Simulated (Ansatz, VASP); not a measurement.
# One calculation of BiO, two programs

```
Bi O
1.0
     3.37925    0.00000    0.00000
    -1.68963    2.92652    0.00000
     0.00000    0.00000    6.95529
Bi O
2 2
Cartesian
  0.0000 1.9510 1.7388
  1.6896 0.9755 5.2165
  0.0000 0.0000 0.0000
  0.0000 0.0000 3.4776
```

Change from the starting cell: species swapped into the NiTe type (P6_3/mmc, No. 194).

Alike in both runs: functional PBE; k mesh 6 × 6 × 4; occupations gaussian, width 0.2 eV; no spin polarisation.

Ansatz relaxed the structure, and its values are those at the end. VASP's run is a single point on that final structure, the one shown.

|  | VASP | Ansatz |
| --- | --- | --- |
| version | VASP 6.6.1 | Ansatz 0.2.0 |
| potentials or method | VASP PAW PBE potentials, release 64 (Bi_d, O), cutoff 600 eV | scalar-relativistic, plane waves, PAW |
| valence electrons in the cell | 42 | 42 |

Ansatz gave:

* gap on the k mesh at the Fermi level (eV): none
* pressure (GPa): 0.0

Task: Which values does VASP return?

Result: gap on the k mesh at the Fermi level (eV): none; pressure (GPa): -0.1.

A gap of «none» marks a metal or a gap that the smearing closes.

Neither program's run includes spin-orbit coupling.
